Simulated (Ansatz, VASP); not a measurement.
**WSe2 in VASP and in Ansatz**

```xyz
6
Lattice="3.2855 0.0000 0.0000 -1.6428 2.8453 0.0000 0.0000 0.0000 46.0775" Properties=species:S:1:pos:R:3 pbc="T T T"
Se    0.0000    1.8969   17.8434
Se    0.0000    1.8969   21.2112
Se    0.0000    1.8969   24.8663
Se    0.0000    1.8969   28.2341
W     1.6428    0.9484   19.5278
W     1.6428    0.9484   26.5498
```

Alike in both runs: task single point; functional PBE; dispersion D3(BJ); k mesh 12 × 12 × 1; occupations gaussian, width 0.02 eV; no spin polarisation; Hubbard terms W d U = 1.0 eV.

```csv
,VASP,Ansatz
version,VASP 6.6.1,Ansatz 0.2.0
potentials or method,"VASP PAW PBE potentials, release 64 (Se, W_sv), cutoff 520 eV","scalar-relativistic, plane waves, PAW"
valence electrons in the cell,52,92
```

|  | VASP | Ansatz | Ansatz less VASP |
| --- | --- | --- | --- |
| gap on the k mesh at the Fermi level (eV) | 1.46 | 1.46 | +0.003 |
| rms of the force components (eV/Å) | 0.061 | 0.001 | -0.0603 |

The programs project onto different local orbitals, so the same U acts differently, and such runs can settle in different states. VASP's potentials hold 52 valence electrons a cell and Ansatz's 92, so a difference there can come from the potentials and not from the codes.

Neither program's run includes spin-orbit coupling.
